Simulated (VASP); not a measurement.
# Zr (Fm-3m) in VASP: further runs

Zr is run at these levels: PBE; tasks: single point.

Program: VASP 6.6.1. These are calculated values, not measurements. Logs are shortened: lines on timing, memory, paths and dates and some standing lists are left out, and cuts for length are marked.

## 1. The cell of the first run

It takes space group Fm-3m (No. 225, cubic). The conventional cell has a = 4.329 Å, b = 4.329 Å, c = 4.329 Å, α = 90.00°, β = 90.00°, γ = 90.00°. Within 4.0 Å of Zr (site symmetry m-3m) lie 12 Zr at 3.06 Å.

This isn't the form of Zr at room conditions, which is hcp.

## 2. Single point, PBE

Input file INCAR:

```
SYSTEM = Zr
  PREC = Accurate
  ENCUT = 520
  EDIFF = 1E-7
  ISMEAR = 0
  SIGMA = 0.1
  LREAL = .False.
  LASPH = .True.
  NELM = 80
  ALGO = Normal
  ISIF = 2
  LWAVE = .False.
  LCHARG = .True.
  GGA = PE
  LELF = .True.
  LVHAR = .True.
  NBANDS = 12
```

Input file KPOINTS:

```
regular mesh
0
Gamma
  16 16 16
  0 0 0
```

Input file POSCAR:

```
Zr
1.0
    0.0000000000      2.1646790454      2.1646790454
    2.1646790454      0.0000000000      2.1646790454
    2.1646790454      2.1646790454      0.0000000000
Zr
1
Direct
    0.0000000000      0.0000000000      0.0000000000
```

Potentials or basis: VASP PAW PBE potentials, release 64 (Zr_sv).

Launch:

```sh
> cat potpaw_PBE.64/Zr_sv/POTCAR > POTCAR
> mpirun -np 1 vasp_std > vasp.out
```

OUTCAR:

```text
SYSTEM = Zr
   PREC = Accurate
   ENCUT = 520
   EDIFF = 1E-7
   ISMEAR = 0
   LREAL = .False.
   LASPH = .True.
   NELM = 80
   ISIF = 2
   GGA = PE

 ion  position               nearest neighbor table
   1  0.000  0.000  0.000-

  LATTYP: Found a face centered cubic cell.
 ALAT       =     4.3293580908

  Lattice vectors:

 A1 = (   0.0000000000,   2.1646790454,   2.1646790454)
 A2 = (   2.1646790454,   0.0000000000,   2.1646790454)
 A3 = (   2.1646790454,   2.1646790454,   0.0000000000)

Analysis of symmetry for initial positions (statically):
=====================================================================
 Subroutine PRICEL returns:
 Original cell was already a primitive cell.

 Routine SETGRP: Setting up the symmetry group for a
 face centered cubic supercell.

 Subroutine GETGRP returns: Found 48 space group operations
 (whereof 48 operations were pure point group operations)
 out of a pool of 48 trial point group operations.

The static configuration has the point symmetry O_h .

Analysis of symmetry for dynamics (positions and initial velocities):
=====================================================================
 Subroutine PRICEL returns:
 Original cell was already a primitive cell.

 Routine SETGRP: Setting up the symmetry group for a
 face centered cubic supercell.

 Subroutine GETGRP returns: Found 48 space group operations
 (whereof 48 operations were pure point group operations)
 out of a pool of 48 trial point group operations.

The dynamic configuration has the point symmetry O_h .

 Subroutine INISYM returns: Found 48 space group operations
 (whereof 48 operations are pure point group operations),
 and found     1 'primitive' translations

----------------------------------------------------------------------------------------

                                     Primitive cell

  volume of cell :      20.2867

  direct lattice vectors                    reciprocal lattice vectors
     0.000000000  2.164679045  2.164679045    -0.230981124  0.230981124  0.230981124
     2.164679045  0.000000000  2.164679045     0.230981124 -0.230981124  0.230981124
     2.164679045  2.164679045  0.000000000     0.230981124  0.230981124 -0.230981124

  length of vectors
     3.061318464  3.061318464  3.061318464     0.400071043  0.400071043  0.400071043

  position of ions in fractional coordinates (direct lattice)
     0.000000000  0.000000000  0.000000000

  ion indices of the primitive-cell ions
   primitive index   ion index
                 1           1

----------------------------------------------------------------------------------------

 KPOINTS: regular mesh

Automatic generation of k-mesh.
 Grid dimensions read from file:
 generate k-points for:   16   16   16

 Generating k-lattice:

  Cartesian coordinates                     Fractional coordinates (reciprocal lattice)
    -0.014436320  0.014436320  0.014436320     0.062500000  0.000000000  0.000000000
     0.014436320 -0.014436320  0.014436320     0.000000000  0.062500000  0.000000000
     0.014436320  0.014436320 -0.014436320     0.000000000  0.000000000  0.062500000

  Length of vectors
     0.025004440  0.025004440  0.025004440

  Shift w.r.t. Gamma in fractional coordinates (k-lattice)
     0.000000000  0.000000000  0.000000000

 Subroutine IBZKPT returns following result:
 ===========================================

 Found    145 irreducible k-points:

 Following reciprocal coordinates:
            Coordinates               Weight
  0.000000  0.000000  0.000000      1.000000
  0.062500  0.000000  0.000000      8.000000
  0.125000  0.000000  0.000000      8.000000
  0.187500  0.000000  0.000000      8.000000
  0.250000  0.000000  0.000000      8.000000
  0.312500  0.000000  0.000000      8.000000
[... 16 lines left out ...]
 -0.125000  0.062500  0.000000     24.000000
 -0.062500  0.062500  0.000000     12.000000
 [... further k-points ...]
   k-points           NKPTS =    145   k-points in BZ     NKDIM =    145   number of bands    NBANDS=     12
   number of dos      NEDOS =    301   number of ions     NIONS =      1
   total plane-waves  NPLWV =  13824
   dimension x,y,z NGX =    24 NGY =   24 NGZ =   24
   dimension x,y,z NGXF=    48 NGYF=   48 NGZF=   48
   ions per type =               1
   NGX,Y,Z   is equivalent  to a cutoff of  13.03, 13.03, 13.03 a.u.
   NGXF,Y,Z  is equivalent  to a cutoff of  26.07, 26.07, 26.07 a.u.
 SYSTEM =  Zr
   PREC   = accura    normal or accurate (medium, high low for compatibility)
   ISTART =      0    job   : 0-new  1-cont  2-samecut
   ICHARG =      2    charge: 1-file 2-atom 10-const
   ISPIN  =      1    spin polarized calculation?
   LNONCOLLINEAR =      F non collinear calculations
   LSORBIT =      F    spin-orbit coupling
   LASPH  =      T    aspherical Exc in radial PAW
   ENCUT  =  520.0 eV  38.22 Ry    6.18 a.u.   5.69  5.69  5.69*2*pi/ulx,y,z
   NELM   =     80;   NELMIN=  2; NELMDL= -5     # of ELM steps
   EDIFF  = 0.1E-06   stopping-criterion for ELM
   LREAL  =      F    real-space projection
   EDIFFG = 0.1E-05   stopping-criterion for IOM
   NSW    =      0    number of steps for IOM
   IBRION =     -1    ionic relax: 0-MD 1-quasi-New 2-CG
   NFREE  =      0    steps in history (QN), initial steepest desc. (CG)
   ISIF   =      2    stress and relaxation
   ISYM   =      2    0-nonsym 1-usesym 2-fastsym
   POTIM  = 0.5000    time-step for ionic-motion
   TEBEG  =    0.0;   TEEND  =   0.0 temperature during run
   PSTRESS=    0.0 pullay stress
   NELECT =      12.0000    total number of electrons
   NUPDOWN=      -1.0000    fix difference up-down
   EMIN   =  10.00;   EMAX   =-10.00  energy-range for DOS
   EFERMI =   0.00;   METHOD = LEGACY
   ISMEAR =     0;   SIGMA  =   0.10  broadening in eV -4-tet -1-fermi 0-gaus
   EFERMI_NEDOS =   21; number of points for ismear=-14 and -15
   IALGO  =     38    algorithm
   IMIX   =      4    mixing-type and parameters
     AMIX     =   0.40;   BMIX     =  1.00
     AMIX_MAG =   1.60;   BMIX_MAG =  1.00
  volume/ion in A,a.u.               =      20.29       136.90
  Fermi-wavevector in a.u.,A,eV,Ry     =   1.374248  2.596952 25.695380  1.888557
  Thomas-Fermi vector in A             =   2.499692
   LORBIT       =      0    0 simple, 1 ext, 2 COOP (PROOUT), +10 PAW based schemes
   GGA     = PE    functional components
   LHFCALC =     F    Hartree Fock is set to
   AEXX    =    0.0000 exact exchange contribution
   IVDW    =     0    specifies the selected vdW correction
   LEPSILON=     F    determine dielectric tensor
   LRPA    =     F    only Hartree local field effects (RPA)
 non-spin polarized calculation
 Gauss-broadening in eV      SIGMA  =   0.10
  energy-cutoff  :      520.00
  volume of cell :       20.29
 maximum number of plane-waves:       568
   NGX = 11   NGY = 11   NGZ = 11

 number of electron      12.0000000 magnetization

 Free energy of the ion-electron system (eV)
  ---------------------------------------------------
  ext. energy  EPLUGINS =         0.00000000
  ---------------------------------------------------
  free energy    TOTEN  =        -8.35884330 eV

  energy without entropy =       -8.35191732  energy(sigma->0) =       -8.35538031

 E-fermi :  10.5419     XC(G=0): -11.7236

 val. band max:       10.4982673287   @ k =   0.2500   0.0000   0.0000
 cond. band min:      10.5648015363   @ k =  -0.3125   0.1875   0.0000
 fundamental gap:      0.0665342076
 Fermi energy:        10.5419274677

 k-point     1 :       0.0000    0.0000    0.0000
  band No.  band energies     occupation
      1     -37.9775      2.00000
      2     -15.2491      2.00000
      3     -15.2491      2.00000
      4     -15.2491      2.00000
      5       4.7672      2.00000
      6      11.5081      0.00000
      7      11.5081      0.00000
      8      11.5081      0.00000
      9      14.3880      0.00000
     10      14.3880      0.00000
     11      21.2658      0.00000
     12      25.9869      0.00000

 k-point     2 :       0.0625    0.0000    0.0000
  band No.  band energies     occupation
      1     -37.9684      2.00000
      2     -15.3105      2.00000
      3     -15.2563      2.00000
      4     -15.2563      2.00000
      5       4.9156      2.00000
      6      11.3679      0.00000
      7      11.5782      0.00000
      8      11.5782      0.00000
      9      14.3102      0.00000
     10      14.3102      0.00000
     11      21.5898      0.00000
     12      25.3881      0.00000

 k-point     3 :       0.1250    0.0000    0.0000
  band No.  band energies     occupation
      1     -37.9423      2.00000
      2     -15.4827      2.00000
      3     -15.2769      2.00000
      4     -15.2769      2.00000
      5       5.3352      2.00000
      6      11.0275      0.00000
      7      11.7526      0.00000
      8      11.7526      0.00000
      9      14.1470      0.00000
     10      14.1470      0.00000
     11      22.4034      0.00000
     12      24.3593      0.00000
[... 286 lines left out ...]
 k-point    23 :      -0.1250    0.0625    0.0000
  band No.  band energies     occupation
      1     -37.9230      2.00000
      2     -15.5836      2.00000
      3     -15.3327      2.00000
      4     -15.2745      2.00000
      5       5.6436      2.00000
      6      10.7826      0.00067
      7      11.8714      0.00000
      8      11.8866      0.00000
      9      13.7278      0.00000
     10      14.4081      0.00000
     11      22.9522      0.00000
     12      24.1328      0.00000

 k-point    24 :      -0.0625    0.0625    0.0000
  band No.  band energies     occupation
      1     -37.9536      2.00000
      2     -15.3961      2.00000
      3     -15.2906      2.00000
      4     -15.2581      2.00000
      5       5.1552      2.00000
      6      11.1411      0.00000
      7      11.6779      0.00000
      8      11.7163      0.00000
      9      14.0289      0.00000
     10      14.3725      0.00000
     11      22.0939      0.00000
     12      24.8880      0.00000

 [... further k-points ...]

------------------------ aborting loop because EDIFF is reached ----------------------------------------

  FORCE on cell =-STRESS in cart. coord.  units (eV):
  Direction    XX          YY          ZZ          XY          YZ          ZX
  --------------------------------------------------------------------------------------
  -------------------------------------------------------------------------------------
  Total        1.9044216      1.9044216      1.9044216      0.0000000      0.0000000     -0.0000000
  in kB      150.4052991    150.4052991    150.4052991      0.0000000      0.0000000     -0.0000000
  external PRESSURE =     150.4052991 kB  Pullay stress =       0.0000000 kB

 VOLUME and BASIS-vectors are now :
 -----------------------------------------------------------------------------
  energy-cutoff  :      520.00
  volume of cell :       20.29
      direct lattice vectors                 reciprocal lattice vectors
     0.000000000  2.164679045  2.164679045    -0.230981124  0.230981124  0.230981124
     2.164679045  0.000000000  2.164679045     0.230981124 -0.230981124  0.230981124
     2.164679045  2.164679045  0.000000000     0.230981124  0.230981124 -0.230981124

 POSITION                                       TOTAL-FORCE (eV/Angst)
 -----------------------------------------------------------------------------------
      0.00000      0.00000      0.00000         0.000000      0.000000     -0.000000
 -----------------------------------------------------------------------------------
    total drift:                                0.000000      0.000000      0.000000

  FREE ENERGIE OF THE ION-ELECTRON SYSTEM (eV)
  ---------------------------------------------------
  free  energy   TOTEN  =        -8.3588433004 eV

  energy  without entropy=       -8.3519173168  energy(sigma->0) =       -8.35538031
```

It took 33 s on 1 thread of Intel Xeon 8259CL, shared host; peak memory 0.16 GiB.

What came out:

| Property | Result |
| --- | --- |
| Free energy | -8.3588 eV |
| Pressure | 15.0 GPa |
| Band gap on the k mesh | zero (bands 6 and 7 overlap by 1.43 eV) |

Caveat: the cell stands under pressure.

## 3. Single point, PBE

This run uses another cell than the first one, of 21.45 Å³/atom.

Input file INCAR:

```
PREC = Accurate ; ENCUT = 520
EDIFF = 1E-6 ; ISMEAR = 0
SIGMA = 0.1 ; LREAL = F
LASPH = T ; NELM = 80
ALGO = Fast ; ISIF = 2
LWAVE = F ; LCHARG = F
GGA = PE ; NBANDS = 12
```

Input file KPOINTS:

```
Automatic mesh
0
Gamma
  16 16 16
```

Input file POSCAR:

```
Zr
1.0
    0.0000000000      2.2051337819      2.2051337819
    2.2051337819      0.0000000000      2.2051337819
    2.2051337819      2.2051337819      0.0000000000
Zr
1
Direct
    0.0000000000      0.0000000000      0.0000000000
```

Potentials or basis: VASP PAW PBE potentials, release 64 (Zr_sv).

Launch:

```sh
> cat potpaw_PBE.64/Zr_sv/POTCAR > POTCAR
> mpirun -np 1 vasp_std > vasp.out
```

OUTCAR:

```text
PREC = Accurate
   ENCUT = 520
   EDIFF = 1E-6
   ISMEAR = 0
   LREAL = F
   LASPH = T
   NELM = 80
   ISIF = 2
   GGA = PE

 ion  position               nearest neighbor table
   1  0.000  0.000  0.000-

  LATTYP: Found a face centered cubic cell.
 ALAT       =     4.4102675638

  Lattice vectors:

 A1 = (   0.0000000000,   2.2051337819,   2.2051337819)
 A2 = (   2.2051337819,   0.0000000000,   2.2051337819)
 A3 = (   2.2051337819,   2.2051337819,   0.0000000000)
[... 538 lines left out ...]
     11      21.2635      0.00000
     12      23.9063      0.00000

 [... further k-points ...]

------------------------ aborting loop because EDIFF is reached ----------------------------------------

  FORCE on cell =-STRESS in cart. coord.  units (eV):
  Direction    XX          YY          ZZ          XY          YZ          ZX
  --------------------------------------------------------------------------------------
  -------------------------------------------------------------------------------------
  Total        1.0731524      1.0731524      1.0731524      0.0000000      0.0000000     -0.0000000
  in kB       80.1746634     80.1746634     80.1746634      0.0000000      0.0000000     -0.0000000
  external PRESSURE =      80.1746634 kB  Pullay stress =       0.0000000 kB

 VOLUME and BASIS-vectors are now :
 -----------------------------------------------------------------------------
  energy-cutoff  :      520.00
  volume of cell :       21.45
      direct lattice vectors                 reciprocal lattice vectors
     0.000000000  2.205133782  2.205133782    -0.226743613  0.226743613  0.226743613
     2.205133782  0.000000000  2.205133782     0.226743613 -0.226743613  0.226743613
     2.205133782  2.205133782  0.000000000     0.226743613  0.226743613 -0.226743613

 POSITION                                       TOTAL-FORCE (eV/Angst)
 -----------------------------------------------------------------------------------
      0.00000      0.00000      0.00000         0.000000      0.000000      0.000000
 -----------------------------------------------------------------------------------
    total drift:                                0.000000     -0.000000     -0.000000

  FREE ENERGIE OF THE ION-ELECTRON SYSTEM (eV)
  ---------------------------------------------------
  free  energy   TOTEN  =        -8.4419149888 eV

  energy  without entropy=       -8.4339668123  energy(sigma->0) =       -8.43794090
```

OSZICAR:

```text
N       E                     dE             d eps       ncg     rms          rms(c)
DAV:   1     0.881910514723E+02    0.88191E+02   -0.70608E+03  3496   0.101E+03
DAV:   2    -0.564064548500E+01   -0.93832E+02   -0.90967E+02  4016   0.273E+02
DAV:   3    -0.866270522266E+01   -0.30221E+01   -0.29772E+01  5148   0.420E+01
DAV:   4    -0.872711077347E+01   -0.64406E-01   -0.64363E-01  3988   0.584E+00
DAV:   5    -0.872895467351E+01   -0.18439E-02   -0.18438E-02  5092   0.719E-01    0.119E+01
RMM:   6    -0.847863428571E+01    0.25032E+00   -0.28010E-01  3689   0.445E+00    0.507E+00
RMM:   7    -0.843448204729E+01    0.44152E-01   -0.23901E-01  4077   0.367E+00    0.702E-01
RMM:   8    -0.844074880899E+01   -0.62668E-02   -0.36285E-02  4549   0.162E+00    0.494E-01
RMM:   9    -0.844182763312E+01   -0.10788E-02   -0.13617E-02  4727   0.904E-01    0.211E-01
RMM:  10    -0.844245024169E+01   -0.62261E-03   -0.31834E-03  5246   0.350E-01    0.310E-01
RMM:  11    -0.844190456885E+01    0.54567E-03   -0.99493E-04  4174   0.313E-01    0.128E-01
RMM:  12    -0.844190015197E+01    0.44169E-05   -0.21411E-04  4794   0.148E-01    0.996E-02
RMM:  13    -0.844191095944E+01   -0.10807E-04   -0.61024E-05  5187   0.660E-02    0.797E-02
RMM:  14    -0.844191190106E+01   -0.94162E-06   -0.69794E-05  4626   0.962E-02    0.120E-02
RMM:  15    -0.844191439360E+01   -0.24925E-05   -0.17559E-05  4755   0.394E-02    0.319E-03
RMM:  16    -0.844191498875E+01   -0.59515E-06   -0.46613E-06  3346   0.148E-02
   1 F= -.84419150E+01 E0= -.84379409E+01  d E =-.794818E-02
```

stdout:

```text
POSCAR found type information on POSCAR Zr
 POSCAR found :  1 types and       1 ions
 scaLAPACK will be used
 LDA part: xc-table for (Slater+PW92), standard interpolation
 POSCAR, INCAR and KPOINTS ok, starting setup
 FFT: planning ... GRIDC
 FFT: planning ... GRID_SOFT
 FFT: planning ... GRID
 WAVECAR not read
 entering main loop
WARNING in EDDRMM: call to ZHEGV failed, returncode =   8  4      7
WARNING in EDDRMM: call to ZHEGV failed, returncode =   6  3     10
```

Run time: 43 s. Hardware: 1 thread of Intel Xeon 8259CL, shared host; peak memory 0.16 GiB.

What came out:

* Free energy: -8.4419 eV
* Pressure: 8.0 GPa
* Band gap on the k mesh: zero (bands 6 and 7 overlap by 1.41 eV)

Levels at points of the mesh, in eV from the Fermi level:
```csv
k point,band 2,band 3,band 4,band 5,band 6,band 7,band 8,band 9,band 10,band 11
"(0.00, 0.00, 0.00)",-25.96,-25.96,-25.96,-5.70,0.98,0.98,0.98,3.66,3.66,10.64
"(0.50, 0.00, 0.00)",-27.21,-26.12,-26.12,-3.17,0.77,0.77,1.41,5.66,5.66,10.43
"(0.50, 0.50, 0.00)",-27.12,-26.40,-26.40,-3.33,-2.50,3.47,5.66,6.23,6.23,10.42
```

Caveat: the cell stands under pressure.

## 4. Single point, PBE

This run uses another cell than the first one, of 16.06 Å³/atom.

Input file INCAR:

```
SYSTEM = Zr
  ALGO = Normal
  EDIFF = 1E-6
  ENCUT = 520
  GGA = PE
  ISIF = 2
  ISMEAR = 0
  LASPH = .TRUE.
  LCHARG = .FALSE.
  LREAL = .FALSE.
  LWAVE = .FALSE.
  NBANDS = 12
  NELM = 80
  PREC = Accurate
  SIGMA = 0.1
```

Input file KPOINTS:

```
k-points
0
G
  18 18 18
  0 0 0
```

Input file POSCAR:

```
Zr
1.0
    0.0000000000      2.0026525540      2.0026525540
    2.0026525540      0.0000000000      2.0026525540
    2.0026525540      2.0026525540      0.0000000000
Zr
1
Direct
    0.0000000000      0.0000000000      0.0000000000
```

Launch:

```sh
> cat potpaw_PBE.64/Zr_sv/POTCAR > POTCAR
> mpirun -np 1 vasp_std > vasp.out
```

It took 50 s on 1 thread of Intel Xeon 8259CL, shared host; peak memory 0.17 GiB.

Results (log left out):

```yaml
Free_energy: -7.4514 eV
Pressure: 60.2 GPa
Band_gap_on_the_k_mesh: zero (bands 6 and 7 overlap by 1.84 eV)
```

Levels at points of the mesh, in eV from the Fermi level:
```tsv
k point	band 2	band 3	band 4	band 5	band 6	band 7	band 8	band 9	band 10	band 11
(0.00, 0.00, 0.00)	-24.97	-24.97	-24.97	-5.73	0.89	0.89	0.89	4.73	4.73	11.07
(0.50, 0.00, 0.00)	-27.84	-25.32	-25.32	-3.99	0.55	0.55	3.24	7.66	7.66	11.09
(0.50, 0.50, 0.00)	-27.62	-25.97	-25.97	-4.82	-3.87	6.06	7.70	8.55	8.55	13.16
```

Caveat: the cell stands under pressure.

## 5. Summary

```csv
cell,k mesh,gap on the mesh (eV),pressure (GPa)
"a = 3.061 Å, angles 60.0°, 1 atom",16 × 16 × 16,none,15.0
"a = 3.119 Å, angles 60.0°, 1 atom",16 × 16 × 16,none,8.0
"a = 2.832 Å, angles 60.0°, 1 atom",18 × 18 × 18,none,60.2
```

Alike in all rows: task single point; level PBE; potentials or basis VASP PAW PBE potentials, release 64 (Zr_sv); no spin polarisation; cutoff (eV) 520; smearing gaussian 0.1 eV.

Caveats: the cell stands under pressure.

Total energies depend on the potentials used, so only differences within one code and one set of settings carry meaning.
